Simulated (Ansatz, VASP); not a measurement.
One calculation of Ga, two programs

```
CELL_PARAMETERS angstrom
1.43040 -4.01006 0.00000
1.43040 4.01006 0.00000
0.00000 0.00000 3.12716
ATOMIC_POSITIONS crystal
Ga 0.86700 0.13300 0.25000
Ga 0.13300 0.86700 0.75000
```

Change from the starting cell: volume scaled by 0.96.

Alike in both runs: task single point; functional PBE; k mesh 12 × 12 × 10; occupations fermi-dirac, width 0.08 eV; no spin polarisation.

|  | VASP | Ansatz |
| --- | --- | --- |
| version | VASP 6.6.1 | Ansatz 0.2.0 |
| potentials or method | VASP PAW PBE potentials, release 64 (Ga_d), cutoff 520 eV | all-electron LAPW, scalar-relativistic |

VASP gave:

```
pressure (GPa)                                                : 4.2
traceless stress, the component that is largest in VASP (GPa) : -2.73
rms of the force components (eV/Å)                            : 0.126
```

Problem. What did Ansatz give for the same quantities?

Solution. Pressure (GPa): 4.1; traceless stress, the component that is largest in VASP (GPa): -2.71; rms of the force components (eV/Å): 0.125.

Atom by atom the forces differ by 0.001 eV/Å (rms over components). Ansatz ran all-electron here, and VASP with PAW potentials.
